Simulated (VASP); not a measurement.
MnB6: vibrations by perturbation theory with PBE

MnB6:

```
CELL_PARAMETERS angstrom
2.54118 -2.92285 0.00000
2.54118 2.92285 0.00000
0.00000 0.00000 3.62015
ATOMIC_POSITIONS crystal
Mn 0.00000 0.00000 0.00000
B 0.50000 0.00000 0.25386
B 0.00000 0.50000 0.74614
B 0.50000 0.00000 0.74614
B 0.00000 0.50000 0.25386
B 0.80154 0.80154 0.50000
B 0.19846 0.19846 0.50000
```

```json
{
 "Program": "VASP 6.6.1",
 "Task": "vibrations by perturbation theory",
 "Functional": "PBE",
 "Potentials or basis": "VASP PAW PBE potentials, release 64 (Mn_pv, B)",
 "Cutoff": "520 eV",
 "k mesh": "8 × 8 × 8",
 "Occupations": "gaussian, width 0.1 eV",
 "Spin": "no spin polarisation",
 "Dipole correction": "no",
 "Further INCAR settings": "ALGO = Normal; EDIFF = 1e-08; IBRION = 8; NSW = 1"
}
```

```
Highest phonon frequency at Γ : 1062 cm⁻¹
Most unstable mode            : 202i cm⁻¹
```

Phonon frequencies in cm⁻¹ (negative: imaginary):
```csv
q point,frequencies
"(0.000, 0.000, 0.000)",-202 -1 0 0 309 343 392 402 447 500 508 535 654 752 755 772 833 915 935 959 1062
```

It took 14 min on 4 MPI ranks on Oxide Virtual Turin-like Processor, on a shared host, peak memory 0.6 GiB a rank.

Caveat: some modes are imaginary; the run has no spin polarisation, though such a crystal can be magnetic. Spin polarisation is off, so any magnetic state and its effect on volume and gap are missing.
